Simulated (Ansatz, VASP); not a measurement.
Given: the input of a run of VASP 6.6.1 on Pt.

Contents of INCAR:

```
SYSTEM = Pt
ALGO = Normal
EDIFF = 1E-6
ENCUT = 500
GGA_COMPAT = .FALSE.
ISIF = 2
ISMEAR = -1
LASPH = .TRUE.
LCHARG = .FALSE.
LREAL = .FALSE.
LWAVE = .FALSE.
NBANDS = 25
NELM = 120
PREC = Accurate
SIGMA = 0.05
```

The input KPOINTS:

```
k-points
0
G
  11 11 6
  0 0 0
```

The input POSCAR:

```
Pt
1.0
    2.7233547499      0.0000000000      0.0000000000
   -1.3616773750      2.3584943969      0.0000000000
    0.0000000000      0.0000000000      4.7273674930
Pt
2
Direct
    0.3333333333      0.6666666667      0.2500000000
    0.6666666667      0.3333333333      0.7500000000
```

Potentials or basis: VASP PAW LDA potentials, release 64 (Pt_sv_GW).

Command:

```console
$ cat potpaw_LDA.64/Pt_sv_GW/POTCAR > POTCAR
$ mpirun -np 1 vasp_std > vasp.out
```

Translate it to Ansatz 0.2.0. Potentials there: Ansatz PAW.

As run (the cutoff follows the program's own potentials):

input.yaml

```yaml
crystal:
  lattice:
    - [2.7233547499, 0.0, 0.0]
    - [-1.361677375, 2.3584943969, 0.0]
    - [0.0, 0.0, 4.727367493]
  atoms:
    - { symbol: Pt, position: [0.3333333333, 0.6666666667, 0.25] }
    - { symbol: Pt, position: [0.6666666667, 0.3333333333, 0.75] }
hamiltonian:
  xc: lda
  pseudopotentials: { kind: paw }
kpoints:
  mp_grid: { grid: [11, 11, 6] }
scf:
  occupations: { method: fermi_dirac, width: 0.05 }
output:
  forces: true
  stress: true
  eigenvalues: true
```

Potentials or basis: Ansatz PAW.

Command:

```bash
$ ansatz run input.yaml --threads 1 --pin off --max-ram 3584MiB --backend cpu --events-out ev --progress --plain --runs-dir out
```

Both were run:

|  | VASP | Ansatz | Ansatz less VASP |
| --- | --- | --- | --- |
| gap on the k mesh at the Fermi level (eV) | none | none | - |
| pressure (GPa) | -8.3 | -5.8 | +2.47 |
| traceless stress, the component that is largest in VASP (GPa) | -1.64 | -1.42 | +0.218 |

LDA's correlation is that of Perdew and Zunger in VASP and of Perdew and Wang (1992) in Ansatz. A gap of «none» marks a metal or a gap that the smearing closes.

Spin-orbit coupling is off throughout.
